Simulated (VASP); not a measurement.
# Ru (P6_3/mmc) in VASP: a series of runs

Runs on Ru. Level: r2SCAN. Tasks: single point.

Program: VASP 6.6.1. These are calculated values, not measurements. Logs are shortened: lines on timing, memory, paths and dates and some standing lists are left out, and cuts for length are marked.

**1. The cell of the first run**

It takes space group P6_3/mmc (No. 194, hexagonal). The conventional cell has a = 2.708 Å, b = 2.708 Å, c = 4.268 Å, α = 90.00°, β = 90.00°, γ = 120.00°. Ru (site symmetry -6m2) has 12 Ru at 2.65 to 2.71 Å within 3.5 Å.

**2. Single point, r2SCAN**

POSCAR reads:

```
Ru
1.0
    2.7078263433      0.0000000000      0.0000000000
   -1.3539131716      2.3450464023      0.0000000000
    0.0000000000      0.0000000000      4.2681017800
Ru
2
Direct
    0.3333333300      0.6666666700      0.2500000000
    0.6666666700      0.3333333300      0.7500000000
```

INCAR.step1 reads:

```
PREC = Accurate
ENCUT = 520
ISMEAR = 0
SIGMA = 0.1
LREAL = False
LASPH = True
NELM = 100
NBANDS = 21
GGA = PE
ALGO = Normal
EDIFF = 1E-4
LWAVE = True
LCHARG = False
```

INCAR.step2 reads:

```
PREC = Accurate
ENCUT = 520
EDIFF = 1E-7
ISMEAR = 0
SIGMA = 0.1
LREAL = False
LASPH = True
NELM = 100
ALGO = Normal
ISIF = 2
LWAVE = False
LCHARG = False
METAGGA = R2SCAN
LMIXTAU = True
NBANDS = 21
ISTART = 1
```

KPOINTS reads:

```
Automatic mesh
0
Gamma
  6 6 4
```

Potentials or basis: VASP PAW PBE potentials, release 64 (Ru_pv).

On the command line:

```sh
cat potpaw_PBE.64/Ru_pv/POTCAR > POTCAR
cp INCAR.step1 INCAR
mpirun -np 1 vasp_std > vasp.out
cp INCAR.step2 INCAR
mpirun -np 1 vasp_std > vasp.out
```

OUTCAR:

```text
PREC = Accurate
   ENCUT = 520
   EDIFF = 1E-7
   ISMEAR = 0
   LREAL = False
   LASPH = True
   NELM = 100
   ISIF = 2
   METAGGA = R2SCAN
   ISTART = 1

 ion  position               nearest neighbor table
   1  0.333  0.667  0.250-   2 2.65   2 2.65   2 2.65   2 2.65   2 2.65   2 2.65
   2  0.667  0.333  0.750-   1 2.65   1 2.65   1 2.65   1 2.65   1 2.65   1 2.65

  LATTYP: Found a hexagonal cell.
 ALAT       =     2.7078263433
 C/A-ratio  =     1.5762095640

  Lattice vectors:

 A1 = (   2.7078263433,   0.0000000000,   0.0000000000)
 A2 = (  -1.3539131716,   2.3450464023,   0.0000000000)
 A3 = (   0.0000000000,   0.0000000000,   4.2681017800)

Analysis of symmetry for initial positions (statically):
=====================================================================
 Subroutine PRICEL returns:
 Original cell was already a primitive cell.

 Routine SETGRP: Setting up the symmetry group for a
 hexagonal supercell.

 Subroutine GETGRP returns: Found 24 space group operations
 (whereof 12 operations were pure point group operations)
 out of a pool of 24 trial point group operations.

The static configuration has the point symmetry D_3d.
 The point group associated with its full space group is D_6h.

Analysis of symmetry for dynamics (positions and initial velocities):
=====================================================================
 Subroutine PRICEL returns:
 Original cell was already a primitive cell.

 Routine SETGRP: Setting up the symmetry group for a
 hexagonal supercell.

 Subroutine GETGRP returns: Found 24 space group operations
 (whereof 12 operations were pure point group operations)
 out of a pool of 24 trial point group operations.

The dynamic configuration has the point symmetry D_3d.
 The point group associated with its full space group is D_6h.

 Subroutine INISYM returns: Found 24 space group operations
 (whereof 12 operations are pure point group operations),
 and found     1 'primitive' translations

----------------------------------------------------------------------------------------

                                     Primitive cell

  volume of cell :      27.1024

  direct lattice vectors                    reciprocal lattice vectors
[... 74 lines left out ...]
   PREC   = accura    normal or accurate (medium, high low for compatibility)
   ISTART =      1    job   : 0-new  1-cont  2-samecut
   ICHARG =      0    charge: 1-file 2-atom 10-const
   ISPIN  =      1    spin polarized calculation?
   LNONCOLLINEAR =      F non collinear calculations
   LSORBIT =      F    spin-orbit coupling
   LASPH  =      T    aspherical Exc in radial PAW
   ENCUT  =  520.0 eV  38.22 Ry    6.18 a.u.   5.03  5.03  7.94*2*pi/ulx,y,z
   NELM   =    100;   NELMIN=  2; NELMDL=  0     # of ELM steps
   EDIFF  = 0.1E-06   stopping-criterion for ELM
   LREAL  =      F    real-space projection
   EDIFFG = 0.1E-05   stopping-criterion for IOM
   NSW    =      0    number of steps for IOM
   IBRION =     -1    ionic relax: 0-MD 1-quasi-New 2-CG
   NFREE  =      0    steps in history (QN), initial steepest desc. (CG)
   ISIF   =      2    stress and relaxation
   ISYM   =      2    0-nonsym 1-usesym 2-fastsym
   POTIM  = 0.5000    time-step for ionic-motion
   TEBEG  =    0.0;   TEEND  =   0.0 temperature during run
   PSTRESS=    0.0 pullay stress
   NELECT =      28.0000    total number of electrons
   NUPDOWN=      -1.0000    fix difference up-down
   EMIN   =  10.00;   EMAX   =-10.00  energy-range for DOS
   EFERMI =   0.00;   METHOD = LEGACY
   ISMEAR =     0;   SIGMA  =   0.10  broadening in eV -4-tet -1-fermi 0-gaus
   EFERMI_NEDOS =   21; number of points for ismear=-14 and -15
   IALGO  =     38    algorithm
   IMIX   =      4    mixing-type and parameters
     AMIX     =   0.40;   BMIX     =  1.00
     AMIX_MAG =   1.60;   BMIX_MAG =  1.00
  volume/ion in A,a.u.               =      13.55        91.45
  Fermi-wavevector in a.u.,A,eV,Ry     =   1.654977  3.127452 37.265640  2.738947
  Thomas-Fermi vector in A             =   2.743152
   LORBIT       =      0    0 simple, 1 ext, 2 COOP (PROOUT), +10 PAW based schemes
   METAGGA = R2SCAN    functional components
   LHFCALC =     F    Hartree Fock is set to
   AEXX    =    0.0000 exact exchange contribution
   IVDW    =     0    specifies the selected vdW correction
   LEPSILON=     F    determine dielectric tensor
   LRPA    =     F    only Hartree local field effects (RPA)
 non-spin polarized calculation
 Gauss-broadening in eV      SIGMA  =   0.10
  energy-cutoff  :      520.00
  volume of cell :       27.10
 maximum number of plane-waves:       752
   NGX = 11   NGY = 11   NGZ = 15

 number of electron      28.0000006 magnetization

 Free energy of the ion-electron system (eV)
  ---------------------------------------------------
  ext. energy  EPLUGINS =         0.00000000
  ---------------------------------------------------
  free energy    TOTEN  =       -50.78957643 eV

  energy without entropy =      -50.77426672  energy(sigma->0) =      -50.78192158

 E-fermi :  13.0099     XC(G=0): -15.4211

 val. band max:       13.0084694082   @ k =   0.3333   0.1667   0.2500
 cond. band min:      13.0870318813   @ k =   0.1667   0.1667   0.2500
 fundamental gap:      0.0785624731
 Fermi energy:        13.0099312998

 k-point     1 :       0.0000    0.0000    0.0000
  band No.  band energies     occupation
      1     -32.3426      2.00000
      2     -31.3208      2.00000
      3     -31.3208      2.00000
      4     -31.1329      2.00000
      5     -31.1329      2.00000
      6     -31.0914      2.00000
[... 493 lines left out ...]
     20      21.5781      0.00000
     21      23.9259      0.00000

------------------------ aborting loop because EDIFF is reached ----------------------------------------

  FORCE on cell =-STRESS in cart. coord.  units (eV):
  Direction    XX          YY          ZZ          XY          YZ          ZX
  --------------------------------------------------------------------------------------
  -------------------------------------------------------------------------------------
  Total        0.4226241      0.4226241     -0.3929479      0.0000000      0.0000000     -0.0000000
  in kB       24.9837634     24.9837634    -23.2294294      0.0000000      0.0000000     -0.0000000
  external PRESSURE =       8.9126991 kB  Pullay stress =       0.0000000 kB

 VOLUME and BASIS-vectors are now :
 -----------------------------------------------------------------------------
  energy-cutoff  :      520.00
  volume of cell :       27.10
      direct lattice vectors                 reciprocal lattice vectors
     2.707826343  0.000000000  0.000000000     0.369299901  0.213215397  0.000000000
    -1.353913172  2.345046402  0.000000000     0.000000000  0.426430794  0.000000000
     0.000000000  0.000000000  4.268101780     0.000000000  0.000000000  0.234296193

 POSITION                                       TOTAL-FORCE (eV/Angst)
 -----------------------------------------------------------------------------------
     -0.00000      1.56336      1.06703         0.000000      0.000000      0.000000
      1.35391      0.78168      3.20108        -0.000000     -0.000000      0.000000
 -----------------------------------------------------------------------------------
    total drift:                               -0.000004      0.000003     -0.000000

  FREE ENERGIE OF THE ION-ELECTRON SYSTEM (eV)
  ---------------------------------------------------
  free  energy   TOTEN  =       -50.7895764338 eV

  energy  without entropy=      -50.7742667188  energy(sigma->0) =      -50.78192158
```

OUTCAR.step1:

```text
PREC = Accurate
   ENCUT = 520
   ISMEAR = 0
   LREAL = False
   LASPH = True
[... 722 lines left out ...]
     -0.00000      1.56336      1.06703        -0.000000     -0.000000      0.000000
      1.35391      0.78168      3.20108         0.000000      0.000000      0.000000
 -----------------------------------------------------------------------------------
    total drift:                               -0.000004      0.000003     -0.000000

  FREE ENERGIE OF THE ION-ELECTRON SYSTEM (eV)
  ---------------------------------------------------
  free  energy   TOTEN  =       -18.3972037079 eV

  energy  without entropy=      -18.3813559873  energy(sigma->0) =      -18.38927985
```

Wall time 31 s (1 thread of AMD EPYC 9R45 (Zen 5), shared host); peak memory 0.11 GiB.

What came out:

```yaml
Free_energy: -50.7896 eV
Pressure: 0.9 GPa
Band_gap_on_the_k_mesh: zero (bands 14 and 15 overlap by 2.97 eV)
```

Caveat: the k points lie up to 0.45 Å⁻¹ apart, too coarse for converged energies and pressures of a metal; the PAW data sets were made with another functional, which shifts forces and pressure a little.

**3. Single point, r2SCAN**

This run uses another cell than the first one, of 11.84 Å³/atom.

POSCAR reads:

```
Ru
1.0
    2.5830506427      0.0000000000      0.0000000000
   -1.2915253214      2.2369874759      0.0000000000
    0.0000000000      0.0000000000      4.0990542290
Ru
2
Direct
    0.3333333333      0.6666666667      0.2500000000
    0.6666666667      0.3333333333      0.7500000000
```

INCAR.step1 reads:

```
SYSTEM = Ru
PREC = Accurate
ENCUT = 520
ISMEAR = 0
SIGMA = 0.1
LREAL = .FALSE.
LASPH = .TRUE.
NELM = 60
NBANDS = 21
GGA = PE
ALGO = Normal
EDIFF = 1E-4
LWAVE = .TRUE.
LCHARG = .FALSE.
```

INCAR.step2 reads:

```
SYSTEM = Ru
PREC = Accurate
ENCUT = 520
EDIFF = 1E-7
ISMEAR = 0
SIGMA = 0.1
LREAL = .FALSE.
LASPH = .TRUE.
NELM = 60
ALGO = Normal
ISIF = 2
LWAVE = .FALSE.
LCHARG = .FALSE.
METAGGA = R2SCAN
LMIXTAU = .TRUE.
NBANDS = 21
ISTART = 1
```

KPOINTS reads:

```
Automatic mesh
0
G
  18 18 10
  0 0 0
```

Potentials or basis: VASP PAW PBE potentials, release 64 (Ru_pv).

On the command line:

```sh
cat potpaw_PBE.64/Ru_pv/POTCAR > POTCAR
cp INCAR.step1 INCAR
mpirun -np 1 vasp_std > vasp.out
cp INCAR.step2 INCAR
mpirun -np 1 vasp_std > vasp.out
```

Run time: 3.5 min. Hardware: 1 thread of AMD EPYC 9R45 (Zen 5), shared host; peak memory 0.17 GiB.

Results (log left out):

```yaml
Free_energy: -50.2694 eV
Pressure: 62.7 GPa
Band_gap_on_the_k_mesh: zero (bands 14 and 15 overlap by 4.02 eV)
```

Stress tensor (GPa, compression positive):
```
62.57  0.00  0.00
 0.00 62.57  0.00
 0.00  0.00 62.85
```

Levels at points of the mesh, in eV from the Fermi level:
```csv
k point,band 10,band 11,band 12,band 13,band 14,band 15,band 16,band 17,band 18,band 19
"(0.00, 0.00, 0.00)",-3.32,-3.12,-2.45,-2.45,-1.75,-1.75,1.51,1.51,1.58,8.48
"(0.50, 0.00, 0.00)",-3.83,-2.59,-2.05,-1.88,1.90,2.43,2.49,5.13,7.59,8.48
"(0.00, 0.00, 0.50)",-3.51,-3.51,-3.51,-3.27,-3.27,0.72,0.72,0.72,0.72,8.48
"(0.50, 0.00, 0.50)",-5.79,-1.34,-1.34,0.61,0.61,2.22,2.22,4.21,4.21,8.48
```

Caveat: the cell stands under pressure; an empty level that is flat over the whole mesh can mark a ghost state of the potentials, or a narrow d or f band; the PAW data sets were made with another functional, which shifts forces and pressure a little.

[end of part 1 of 2]

The gap in the log of VASP goes by the Fermi energy; the results here count the filled bands.